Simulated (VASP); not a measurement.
# SiC (Moissanite) (P6_3mc) in VASP: a series of runs

SiC (Moissanite) is run at these levels: SVWN5, RPBE, B3LYP, PBE+D4; tasks: single point, relaxation of cell and atoms.

Everything below comes from runs of VASP 6.6.1. Logs are shortened: lines on timing, memory, paths and dates and some standing lists are left out, and cuts for length are marked.

### Step 1. The cell of the first run

It takes space group P6_3mc (No. 186, hexagonal). Conventional cell: a = 3.116 Å, b = 3.116 Å, c = 5.114 Å, α = 90.00°, β = 90.00°, γ = 120.00°. Within 2.5 Å of Si (site symmetry 3m) lie 4 C at 1.89 to 1.97 Å. C (site symmetry 3m) has 4 Si at 1.89 to 1.97 Å within 2.5 Å.

### Step 2. Single point, SVWN5

Contents of INCAR:

```
  PREC = Accurate
  ENCUT = 520
  EDIFF = 1E-7
  ISMEAR = -1
  SIGMA = 0.05
  LREAL = False
  LASPH = True
  NELM = 80
  ALGO = Normal
  ISIF = 2
  LWAVE = False
  LCHARG = True
  GGA = VW
  LELF = True
  LVHAR = True
  NBANDS = 16
```

Contents of KPOINTS:

```
regular mesh
0
Gamma
  10 10 5
```

Contents of POSCAR:

```
SiC
1.0
    3.1164783262      0.0000000000      0.0000000000
   -1.5582391631      2.6989494007      0.0000000000
    0.0000000000      0.0000000000      5.1144286705
Si C
2 2
Direct
    0.6666666667      0.3333333333      0.5000000000
    0.3333333333      0.6666666667      0.0000000000
    0.6666666667      0.3333333333      0.8850000000
    0.3333333333      0.6666666667      0.3850000000
```

Potentials or basis: VASP PAW PBE potentials, release 64 (Si, C).

Command:

```console
cat potpaw_PBE.64/Si/POTCAR potpaw_PBE.64/C/POTCAR > POTCAR
mpirun -np 1 vasp_std > vasp.out
```

OUTCAR:

```text
PREC = Accurate
   ENCUT = 520
   EDIFF = 1E-7
   ISMEAR = -1
   LREAL = False
   LASPH = True
   NELM = 80
   ISIF = 2
   GGA = VW

 ion  position               nearest neighbor table
   1  0.667  0.333  0.500-   4 1.89   4 1.89   4 1.89   3 1.97   2 3.13   2 3.13   2 3.13   2 3.13
                             2 3.13   2 3.13
   2  0.333  0.667  0.000-   3 1.89   3 1.89   3 1.89   4 1.97   1 3.13   1 3.13   1 3.13   1 3.13
                             1 3.13   1 3.13
   3  0.667  0.333  0.885-   2 1.89   2 1.89   2 1.89   1 1.97
   4  0.333  0.667  0.385-   1 1.89   1 1.89   1 1.89   2 1.97

  LATTYP: Found a hexagonal cell.
 ALAT       =     3.1164783262
 C/A-ratio  =     1.6410923277

  Lattice vectors:

 A1 = (   3.1164783262,   0.0000000000,   0.0000000000)
 A2 = (  -1.5582391631,   2.6989494007,   0.0000000000)
 A3 = (   0.0000000000,   0.0000000000,   5.1144286705)

Analysis of symmetry for initial positions (statically):
=====================================================================
 Subroutine PRICEL returns:
 Original cell was already a primitive cell.

 Routine SETGRP: Setting up the symmetry group for a
 hexagonal supercell.

 Subroutine GETGRP returns: Found 12 space group operations
 (whereof  6 operations were pure point group operations)
 out of a pool of 24 trial point group operations.

The static configuration has the point symmetry C_3v.
 The point group associated with its full space group is C_6v.

Analysis of symmetry for dynamics (positions and initial velocities):
=====================================================================
 Subroutine PRICEL returns:
 Original cell was already a primitive cell.

 Routine SETGRP: Setting up the symmetry group for a
 hexagonal supercell.

 Subroutine GETGRP returns: Found 12 space group operations
 (whereof  6 operations were pure point group operations)
 out of a pool of 24 trial point group operations.

The dynamic configuration has the point symmetry C_3v.
 The point group associated with its full space group is C_6v.

 Subroutine INISYM returns: Found 12 space group operations
 (whereof  6 operations are pure point group operations),
 and found     1 'primitive' translations

----------------------------------------------------------------------------------------

                                     Primitive cell

  volume of cell :      43.0186

  direct lattice vectors                    reciprocal lattice vectors
     3.116478326  0.000000000  0.000000000     0.320875005  0.185257271  0.000000000
    -1.558239163  2.698949401  0.000000000     0.000000000  0.370514542  0.000000000
     0.000000000  0.000000000  5.114428670     0.000000000  0.000000000  0.195525261

  length of vectors
     3.116478326  3.116478326  5.114428670     0.370514542  0.370514542  0.195525261

  position of ions in fractional coordinates (direct lattice)
     0.666666667  0.333333333  0.500000000
     0.333333333  0.666666667  0.000000000
     0.666666667  0.333333333  0.885000000
     0.333333333  0.666666667  0.385000000

  ion indices of the primitive-cell ions
   primitive index   ion index
                 1           1
                 2           2
                 3           3
                 4           4

----------------------------------------------------------------------------------------

 KPOINTS: regular mesh

Automatic generation of k-mesh.
 Grid dimensions read from file:
 generate k-points for:   10   10    5

 Generating k-lattice:

  Cartesian coordinates                     Fractional coordinates (reciprocal lattice)
     0.032087501  0.018525727  0.000000000     0.100000000  0.000000000  0.000000000
     0.000000000  0.037051454  0.000000000     0.000000000  0.100000000  0.000000000
     0.000000000  0.000000000  0.039105052     0.000000000  0.000000000  0.200000000

  Length of vectors
     0.037051454  0.037051454  0.039105052

  Shift w.r.t. Gamma in fractional coordinates (k-lattice)
     0.000000000  0.000000000  0.000000000

 Subroutine IBZKPT returns following result:
 ===========================================

 Found     42 irreducible k-points:

 Following reciprocal coordinates:
            Coordinates               Weight
  0.000000  0.000000  0.000000      1.000000
  0.100000  0.000000  0.000000      6.000000
  0.200000  0.000000  0.000000      6.000000
  0.300000  0.000000  0.000000      6.000000
  0.400000  0.000000  0.000000      6.000000
  0.500000  0.000000  0.000000      3.000000
[... 16 lines left out ...]
  0.300000  0.100000  0.200000     24.000000
  0.400000  0.100000  0.200000     24.000000
 [... further k-points ...]
   k-points           NKPTS =     42   k-points in BZ     NKDIM =     42   number of bands    NBANDS=     16
   number of dos      NEDOS =    301   number of ions     NIONS =      4
   total plane-waves  NPLWV =  23040
   dimension x,y,z NGX =    24 NGY =   24 NGZ =   40
   dimension x,y,z NGXF=    48 NGYF=   48 NGZF=   80
   ions per type =               2   2
   NGX,Y,Z   is equivalent  to a cutoff of  12.80, 12.80, 13.00 a.u.
   NGXF,Y,Z  is equivalent  to a cutoff of  25.61, 25.61, 26.00 a.u.
 SYSTEM =  unknown system
   PREC   = accura    normal or accurate (medium, high low for compatibility)
   ISTART =      0    job   : 0-new  1-cont  2-samecut
   ICHARG =      2    charge: 1-file 2-atom 10-const
   ISPIN  =      1    spin polarized calculation?
   LNONCOLLINEAR =      F non collinear calculations
   LSORBIT =      F    spin-orbit coupling
   LASPH  =      T    aspherical Exc in radial PAW
   ENCUT  =  520.0 eV  38.22 Ry    6.18 a.u.   5.79  5.79  9.51*2*pi/ulx,y,z
   NELM   =     80;   NELMIN=  2; NELMDL= -5     # of ELM steps
   EDIFF  = 0.1E-06   stopping-criterion for ELM
   LREAL  =      F    real-space projection
   EDIFFG = 0.1E-05   stopping-criterion for IOM
   NSW    =      0    number of steps for IOM
   IBRION =     -1    ionic relax: 0-MD 1-quasi-New 2-CG
   NFREE  =      0    steps in history (QN), initial steepest desc. (CG)
   ISIF   =      2    stress and relaxation
   ISYM   =      2    0-nonsym 1-usesym 2-fastsym
   POTIM  = 0.5000    time-step for ionic-motion
   TEBEG  =    0.0;   TEEND  =   0.0 temperature during run
   PSTRESS=    0.0 pullay stress
   NELECT =      16.0000    total number of electrons
   NUPDOWN=      -1.0000    fix difference up-down
   EMIN   =  10.00;   EMAX   =-10.00  energy-range for DOS
   EFERMI =   0.00;   METHOD = LEGACY
   ISMEAR =    -1;   SIGMA  =   0.05  broadening in eV -4-tet -1-fermi 0-gaus
   EFERMI_NEDOS =   21; number of points for ismear=-14 and -15
   IALGO  =     38    algorithm
   IMIX   =      4    mixing-type and parameters
     AMIX     =   0.40;   BMIX     =  1.00
     AMIX_MAG =   1.60;   BMIX_MAG =  1.00
  volume/ion in A,a.u.               =      10.75        72.58
  Fermi-wavevector in a.u.,A,eV,Ry     =   1.177324  2.224821 18.858938  1.386093
  Thomas-Fermi vector in A             =   2.313673
   LORBIT       =      0    0 simple, 1 ext, 2 COOP (PROOUT), +10 PAW based schemes
   GGA     = VW    functional components
   LHFCALC =     F    Hartree Fock is set to
   AEXX    =    0.0000 exact exchange contribution
   IVDW    =     0    specifies the selected vdW correction
   LEPSILON=     F    determine dielectric tensor
   LRPA    =     F    only Hartree local field effects (RPA)
 non-spin polarized calculation
  energy-cutoff  :      520.00
  volume of cell :       43.02
 maximum number of plane-waves:      1183
 NGX is ok and might be reduce to    24
   NGX = 11   NGY = 11   NGZ = 19

 number of electron      16.0000000 magnetization

 Free energy of the ion-electron system (eV)
  ---------------------------------------------------
  ext. energy  EPLUGINS =         0.00000000
  ---------------------------------------------------
  free energy    TOTEN  =       -33.08165765 eV

  energy without entropy =      -33.08165765  energy(sigma->0) =      -33.08165765

 E-fermi :   8.7299     XC(G=0): -11.3767

 val. band max:        7.7647936172   @ k =   0.0000   0.0000   0.0000
 cond. band min:      10.1899790473   @ k =   0.5000   0.0000   0.0000
 fundamental gap:      2.4251854301
 Fermi energy:         8.7298618519

 k-point     1 :       0.0000    0.0000    0.0000
  band No.  band energies     occupation
      1      -7.5841      2.00000
      2      -4.1758      2.00000
      3      -0.7373      2.00000
      4       6.2243      2.00000
      5       6.2243      2.00000
      6       7.4903      2.00000
[... 8 lines left out ...]
     15      16.1127      0.00000
     16      18.6092      0.00000

 k-point     2 :       0.1000    0.0000    0.0000
  band No.  band energies     occupation
      1      -7.4150      2.00000
      2      -4.0294      2.00000
      3      -0.5824      2.00000
      4       5.3007      2.00000
      5       5.9426      2.00000
      6       6.8585      2.00000
[... 8 lines left out ...]
     15      16.5478      0.00000
     16      17.6400      0.00000

 k-point     3 :       0.2000    0.0000    0.0000
  band No.  band energies     occupation
      1      -6.9142      2.00000
      2      -3.6079      2.00000
      3      -0.1414      2.00000
      4       3.4623      2.00000
      5       5.3566      2.00000
      6       5.4131      2.00000
[... 8 lines left out ...]
     15      16.8478      0.00000
     16      17.4781      0.00000

 k-point     4 :       0.3000    0.0000    0.0000
  band No.  band energies     occupation
      1      -6.1068      2.00000
      2      -2.9979      2.00000
      3       0.3747      2.00000
      4       1.7812      2.00000
      5       3.7433      2.00000
      6       4.7946      2.00000
[... 8 lines left out ...]
     15      17.7034      0.00000
     16      18.8045      0.00000

 k-point     5 :       0.4000    0.0000    0.0000
  band No.  band energies     occupation
      1      -5.0763      2.00000
      2      -2.5960      2.00000
      3      -0.0991      2.00000
      4       1.8366      2.00000
      5       2.2304      2.00000
      6       4.4154      2.00000
[... 8 lines left out ...]
     15      18.1006      0.00000
     16      19.2099      0.00000

 k-point     6 :       0.5000    0.0000    0.0000
  band No.  band energies     occupation
      1      -4.3339      2.00000
      2      -2.8846      2.00000
      3      -0.1273      2.00000
      4       1.3044      2.00000
      5       2.4471      2.00000
      6       4.2833      2.00000
[... 8 lines left out ...]
     15      17.5829      0.00000
     16      19.5987      0.00000
[... 267 lines left out ...]
 k-point    21 :       0.1000    0.1000    0.2000
  band No.  band energies     occupation
      1      -6.8930      2.00000
      2      -4.3972      2.00000
      3       0.6456      2.00000
      4       4.3014      2.00000
      5       5.1582      2.00000
      6       5.7421      2.00000
[... 8 lines left out ...]
     15      17.1242      0.00000
     16      17.7282      0.00000

 k-point    22 :       0.2000    0.1000    0.2000
  band No.  band energies     occupation
      1      -6.2406      2.00000
      2      -3.8251      2.00000
      3       0.9639      2.00000
      4       2.8518      2.00000
      5       3.8691      2.00000
      6       4.7716      2.00000
[... 8 lines left out ...]
     15      17.5146      0.00000
     16      18.1026      0.00000

 k-point    23 :       0.3000    0.1000    0.2000
  band No.  band energies     occupation
      1      -5.3157      2.00000
      2      -3.1137      2.00000
      3       0.3355      2.00000
      4       2.2842      2.00000
      5       2.6616      2.00000
      6       4.0721      2.00000
[... 8 lines left out ...]
     15      18.2234      0.00000
     16      18.7979      0.00000

 k-point    24 :       0.4000    0.1000    0.2000
  band No.  band energies     occupation
      1      -4.3082      2.00000
      2      -2.8015      2.00000
      3      -0.4168      2.00000
      4       1.0499      2.00000
      5       3.1053      2.00000
      6       3.8969      2.00000
[... 8 lines left out ...]
     15      18.6185      0.00000
     16      19.9193      0.00000

 [... further k-points ...]
[... 5 lines left out ...]
  --------------------------------------------------------------------------------------
  -------------------------------------------------------------------------------------
  Total       -2.6174349     -2.6174349     -3.4024214      0.0000000      0.0000000      0.0000000
  in kB      -97.4833600    -97.4833600   -126.7192811      0.0000000      0.0000000      0.0000000
  external PRESSURE =    -107.2286670 kB  Pullay stress =       0.0000000 kB

 VOLUME and BASIS-vectors are now :
 -----------------------------------------------------------------------------
  energy-cutoff  :      520.00
  volume of cell :       43.02
      direct lattice vectors                 reciprocal lattice vectors
     3.116478326  0.000000000  0.000000000     0.320875005  0.185257271  0.000000000
    -1.558239163  2.698949401  0.000000000     0.000000000  0.370514542  0.000000000
     0.000000000  0.000000000  5.114428670     0.000000000  0.000000000  0.195525261

 POSITION                                       TOTAL-FORCE (eV/Angst)
 -----------------------------------------------------------------------------------
      1.55824      0.89965      2.55721         0.000000      0.000000      0.682813
     -0.00000      1.79930      0.00000        -0.000000      0.000000      0.682813
      1.55824      0.89965      4.52627        -0.000000      0.000000     -0.682813
     -0.00000      1.79930      1.96906         0.000000     -0.000000     -0.682813
 -----------------------------------------------------------------------------------
    total drift:                               -0.000000      0.000000      0.000153

  FREE ENERGIE OF THE ION-ELECTRON SYSTEM (eV)
  ---------------------------------------------------
  free  energy   TOTEN  =       -33.0816576475 eV

  energy  without entropy=      -33.0816576474  energy(sigma->0) =      -33.08165765
```

It took 24 s on 1 thread of Intel Xeon 6975P-C, shared host; peak memory 0.15 GiB.

Results:

```
Free energy            : -33.0817 eV
Pressure               : -10.7 GPa
Largest force          : 0.683 eV/Å
Band gap on the k mesh : 2.43 eV, indirect (least direct gap 3.91 eV)
```

Forces on the atoms (eV/Å):
```
Si   0.000  0.000  0.683
Si   0.000  0.000  0.683
C    0.000  0.000 -0.683
C    0.000  0.000 -0.683
```

Levels at points of the mesh, in eV from the valence-band top:
```
           k point  band 4  band 5  band 6  band 7  band 8  band 9  band 10  band 11  band 12  band 13
(0.00, 0.00, 0.00)   -1.54   -1.54   -0.27   -0.27    0.00    4.25     5.62     6.18     6.18     7.12
(0.50, 0.00, 0.00)   -6.46   -5.32   -3.48   -3.19   -1.48    2.43     4.08     6.36     6.99     9.24
```

Caveat: the PAW data sets were made with another functional, which shifts forces and pressure a little. A k mesh can miss the band edges.

### Step 3. Single point, SVWN5

This run uses another cell than the first one, of 10.96 Å³/atom, 1.019 times its volume.

Contents of INCAR:

```
SYSTEM = SiC
ALGO = Normal
EDIFF = 1E-6
ENCUT = 520
GGA = VW
ISIF = 2
ISMEAR = -1
LASPH = .True.
LCHARG = .True.
LELF = .True.
LREAL = .False.
LVHAR = .True.
LWAVE = .False.
NBANDS = 16
NELM = 60
PREC = Accurate
SIGMA = 0.05
```

Contents of KPOINTS:

```
k-points
0
Gamma
  10 10 5
  0 0 0
```

Contents of POSCAR:

```
SiC
1.0
    3.1363290418      0.0000000000      0.0000000000
   -1.5681645209      2.7161406248      0.0000000000
    0.0000000000      0.0000000000      5.1470055276
Si C
2 2
Direct
    0.6666666667      0.3333333333      0.5000000000
    0.3333333333      0.6666666667      0.0000000000
    0.6666666667      0.3333333333      0.8850000000
    0.3333333333      0.6666666667      0.3850000000
```

Potentials or basis: VASP PAW PBE potentials, release 64 (Si, C).

Command:

```console
cat potpaw_PBE.64/Si/POTCAR potpaw_PBE.64/C/POTCAR > POTCAR
mpirun -np 1 vasp_std > vasp.out
```

It took 16 s on 1 thread of Intel Xeon 6975P-C, shared host; peak memory 0.15 GiB.

It converged, with:

```
Free energy            : -33.0176 eV
Pressure               : -14.1 GPa
Largest force          : 0.655 eV/Å
Band gap on the k mesh : 2.39 eV, indirect (least direct gap 3.87 eV)
```

Forces in eV/Å, atoms in the order of the input:
```
Si   0.000  0.000  0.655
Si   0.000  0.000  0.655
C    0.000  0.000 -0.655
C    0.000  0.000 -0.655
```

Stress tensor (GPa, compression positive):
```
-13.37   0.00   0.00
  0.00 -13.37   0.00
  0.00   0.00 -15.66
```

Levels at points of the mesh, in eV from the valence-band top:
| k point | band 5 | band 6 | band 7 | band 8 | band 9 | band 10 | band 11 | band 12 |
| --- | --- | --- | --- | --- | --- | --- | --- | --- |
| (0.00, 0.00, 0.00) | -1.53 | -0.28 | -0.28 | 0.00 | 4.09 | 5.42 | 6.07 | 6.07 |
| (0.50, 0.00, 0.00) | -5.25 | -3.44 | -3.13 | -1.48 | 2.39 | 4.06 | 6.21 | 6.92 |

Caveat: the PAW data sets were made with another functional, which shifts forces and pressure a little.

### Step 4. Relaxation of cell and atoms, RPBE

This run uses another cell than the first one, of 10.34 Å³/atom, 0.962 times its volume.

Contents of INCAR:

```
PREC = Accurate
ENCUT = 600
EDIFF = 1E-7
ISMEAR = -1
SIGMA = 0.05
LREAL = F
LASPH = T
NELM = 100
ALGO = Normal
ISIF = 3
LWAVE = F
LCHARG = F
GGA = RP
IBRION = 2
NSW = 60
EDIFFG = -0.01
```

Contents of KPOINTS:

```
regular mesh
0
Gamma
  10 10 5
```

Contents of POSCAR:

```
SiC
1.0
    3.0760000000      0.0000000000      0.0000000000
   -1.5380000000      2.6638941420      0.0000000000
    0.0000000000      0.0000000000      5.0480000000
Si C
2 2
Direct
    0.6666666667      0.3333333333      0.5000000000
    0.3333333333      0.6666666667      0.0000000000
    0.6666666667      0.3333333333      0.8850000000
    0.3333333333      0.6666666667      0.3850000000
```

Command:

```console
cat potpaw_PBE.64/Si/POTCAR potpaw_PBE.64/C/POTCAR > POTCAR
mpirun -np 1 vasp_std > vasp.out
```

It took 1.7 min on 1 thread of Intel Xeon 6975P-C, shared host; peak memory 0.18 GiB.

Results (log left out):

* Free energy: -28.6397 eV
* Relaxed volume: 10.62 Å³/atom
* Relaxed cell: a = 3.104 Å, b = 3.104 Å, c = 5.093 Å, α = 90.00°, β = 90.00°, γ = 120.00°
* Space group after relaxing (to 0.05 Å): P6_3mc (No. 186)
* Energy gained by relaxing: 14.4 meV/atom
* Ionic steps: 6
* Pressure after relaxing: 0.1 GPa
* Largest force after relaxing: 0.004 eV/Å
* Band gap on the k mesh: 2.52 eV, indirect (least direct gap 3.96 eV)

Forces on the atoms (eV/Å):
```
Si   0.000  0.000  0.004
Si   0.000  0.000  0.004
C    0.000  0.000 -0.004
C    0.000  0.000 -0.004
```

The path:
| step | energy change (eV) | largest force (eV/Å) | pressure (GPa) | volume (Å³) |
| --- | --- | --- | --- | --- |
| 1 | 0.0000 | 0.7586 | 6.28 | 41.36 |
| 2 | -0.0010 | 0.6176 | -5.67 | 43.83 |
| 3 | -0.0544 | 0.0883 | -0.33 | 42.59 |
| 4 | -0.0575 | 0.0136 | -0.17 | 42.56 |
| 5 | -0.0575 | 0.0038 | -0.18 | 42.56 |
| 6 | -0.0575 | 0.0035 | 0.14 | 42.49 |

Final structure:
```yaml
crystal:
  lattice:
    - [3.10385, 0.00000, 0.00000]
    - [-1.55193, 2.68802, 0.00000]
    - [0.00000, 0.00000, 5.09314]
  atoms:
    - { symbol: Si, position: [0.66667, 0.33333, 0.50454] }
    - { symbol: Si, position: [0.33333, 0.66667, 0.00454] }
    - { symbol: C, position: [0.66667, 0.33333, 0.88046] }
    - { symbol: C, position: [0.33333, 0.66667, 0.38046] }
```

Levels at points of the mesh, in eV from the valence-band top:
```csv
k point,band 6,band 7,band 8,band 9,band 10,band 11
"(0.00, 0.00, 0.00)",-0.10,0.00,0.00,4.62,5.95,6.55
"(0.50, 0.00, 0.00)",-3.26,-3.19,-1.18,2.78,4.22,6.72
```

Caveat: the PAW data sets were made with another functional, which shifts forces and pressure a little.

[end of part 1 of 2]
